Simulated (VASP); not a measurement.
Write the native input for VASP 6.6.1 that does the following.

```yaml
Task: single point
Functional: PBEsol
Potentials_or_basis: VASP PAW PBE potentials, release 64 (Ga_d, Al, O)
Cutoff: 520 eV
k_mesh: 2 × 6 × 4
Occupations: gaussian, width 0.01 eV
Spin: no spin polarisation
Dipole_correction: no
Further_INCAR_settings: LREAL = Auto; ALGO = Normal; EDIFF = 1e-06; NBANDS = 99
```

The structure of AlGa7O12 lies in POSCAR:

```
AlGa7O12
1.0
   12.2139999392      0.0000000000     -0.0012191027
    0.0000000000      3.0371000000      0.0000000000
   -1.3865508309      0.0000000000      5.6191764763
Ga Al O
7 1 12
Direct
    0.0895806177      0.0000000000      0.7932299562
    0.9073075843      0.0000000000      0.2029110824
    0.3433201259      0.0000000000      0.6879147590
    0.5939072288      0.5000000000      0.8000693980
    0.4140714074      0.5000000000      0.2087076856
    0.1592465447      0.5000000000      0.3139482452
    0.8386675912      0.5000000000      0.6813207719
    0.6588383710      0.0000000000      0.3157921043
    0.1646498128      0.0000000000      0.1082261940
    0.8311016897      0.0000000000      0.8875505861
    0.1737713050      0.0000000000      0.5628235856
    0.8212824957      0.0000000000      0.4306005110
    0.5020534471      0.0000000000      0.2591551553
    0.5060248606      0.0000000000      0.7460268293
    0.6633557387      0.5000000000      0.1193240809
    0.3366739838      0.5000000000      0.8940502887
    0.6710468346      0.5000000000      0.5552010711
    0.3285063399      0.5000000000      0.4376464168
    0.9950006611      0.5000000000      0.2547457687
    0.0015933601      0.5000000000      0.7407555099
```

The input as run:

INCAR

```
SYSTEM = AlGa7O12
ALGO = Normal
EDIFF = 1E-6
ENCUT = 520
GGA = PS
ISIF = 2
ISMEAR = 0
LASPH = .True.
LCHARG = .True.
LELF = .True.
LREAL = Auto
LVHAR = .True.
LWAVE = .False.
NBANDS = 99
NELM = 100
PREC = Accurate
SIGMA = 0.01
```

KPOINTS

```
k-points
0
Gamma
  2 6 4
  0 0 0
```

Potentials or basis: VASP PAW PBE potentials, release 64 (Ga_d, Al, O).

Launch:

```sh
$ cat potpaw_PBE.64/Ga_d/POTCAR potpaw_PBE.64/Al/POTCAR potpaw_PBE.64/O/POTCAR > POTCAR
$ mpirun -np 1 vasp_std > vasp.out
```

Results of the run:

- Pressure: -0.2 GPa
- Largest force: 0.027 eV/Å
- Band gap on the k mesh: 2.40 eV, direct

Caveat: the PAW data sets were made with another functional, which shifts forces and pressure a little.

It took 16 min on 1 thread of Intel(R) Xeon(R) Platinum 8488C (Sapphire Rapids), with other jobs on the host, peak memory 0.5 GiB.
